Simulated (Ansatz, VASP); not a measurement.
CsH in VASP and in Ansatz

```xyz
2
Lattice="0.0000 3.2778 3.0156 3.2778 0.0000 3.0156 3.2778 3.2778 0.0000" Properties=species:S:1:pos:R:3 pbc="T T T"
Cs    0.0000    0.0000    0.0000
H     3.2778    3.2778    3.0156
```

Alike in both runs: task single point; functional r2SCAN; k mesh 8 × 8 × 8; occupations gaussian, width 0.05 eV; no spin polarisation.

|  | VASP | Ansatz |
| --- | --- | --- |
| version | VASP 6.6.1 | Ansatz 0.2.0 |
| potentials or method | VASP PAW PBE potentials, release 64 (Cs_sv, H), cutoff 520 eV | scalar-relativistic, plane waves, PAW |
| valence electrons in the cell | 10 | 10 |

Ansatz gave:

| Property | Result |
| --- | --- |
| gap on the k mesh at the Fermi level (eV) | 2.64 |
| least direct gap on the mesh (eV) | 2.64 |
| pressure (GPa) | 0.2 |
| traceless stress, the component that is largest in VASP (GPa) | 1.44 |

Question: What did VASP give for the same quantities?

Answer: gap on the k mesh at the Fermi level (eV): 2.62; least direct gap on the mesh (eV): 2.62; pressure (GPa): 0.2; traceless stress, the component that is largest in VASP (GPa): 1.47.

VASP's potentials were made for PBE, not for r2SCAN.

Neither program's run includes spin-orbit coupling.
